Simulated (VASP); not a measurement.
## OsPd4: single point with PBE

The system is OsPd4.

```xyz
5
Lattice="4.5737 0.0000 0.0000 0.0000 4.5737 0.0000 0.0000 0.0000 4.5737" Properties=species:S:1:pos:R:3 pbc="T T T"
Pd    1.3516    1.3516    1.3516
Pd    3.2221    3.2221    1.3516
Pd    1.3516    3.2221    3.2221
Pd    3.2221    1.3516    3.2221
Os    0.0000    0.0000    0.0000
```

The cell was generated, and may not be a known phase.

| Quantity | Value |
| --- | --- |
| Program | VASP 6.6.1 |
| Task | single point |
| Functional | PBE |
| Potentials or basis | VASP PAW PBE potentials, release 64 (Pd, Os) |
| Cutoff | 600 eV |
| k mesh | 8 × 8 × 8 |
| Occupations | gaussian, width 0.1 eV |
| Spin | no spin polarisation |

```json
{
 "Pressure": "-0.6 GPa",
 "Largest force": "0.036 eV/Å",
 "Band gap on the k mesh": "zero (bands 24 and 25 overlap by 0.80 eV)"
}
```

Forces in eV/Å, atoms in the order of the input:
```
Pd  -0.021 -0.021 -0.021
Pd   0.021  0.021 -0.021
Pd  -0.021  0.021  0.021
Pd   0.021 -0.021  0.021
Os   0.000  0.000  0.000
```

Levels at points of the mesh, in eV from the Fermi level:
| k point | band 20 | band 21 | band 22 | band 23 | band 24 | band 25 | band 26 | band 27 | band 28 | band 29 |
| --- | --- | --- | --- | --- | --- | --- | --- | --- | --- | --- |
| (0.00, 0.00, 0.00) | -1.00 | -1.00 | -0.56 | -0.56 | 0.54 | 0.54 | 0.54 | 0.54 | 4.35 | 4.35 |
| (0.50, 0.00, 0.00) | -1.52 | -1.28 | -1.28 | -0.44 | -0.31 | 0.40 | 0.40 | 0.77 | 4.26 | 5.10 |
| (0.50, 0.50, 0.00) | -1.53 | -0.73 | -0.73 | -0.65 | -0.37 | -0.21 | 0.24 | 0.75 | 0.75 | 0.77 |
| (0.50, 0.50, 0.50) | -1.30 | -1.19 | -1.19 | -1.19 | -1.12 | -0.12 | -0.12 | 1.33 | 1.33 | 1.33 |

Wall time 3.5 min on 1 thread of Intel Xeon 8259CL, with other jobs on the host, peak memory 0.31 GiB.

Caveat: spin-orbit coupling is left out, which moves the levels of the heavy elements.
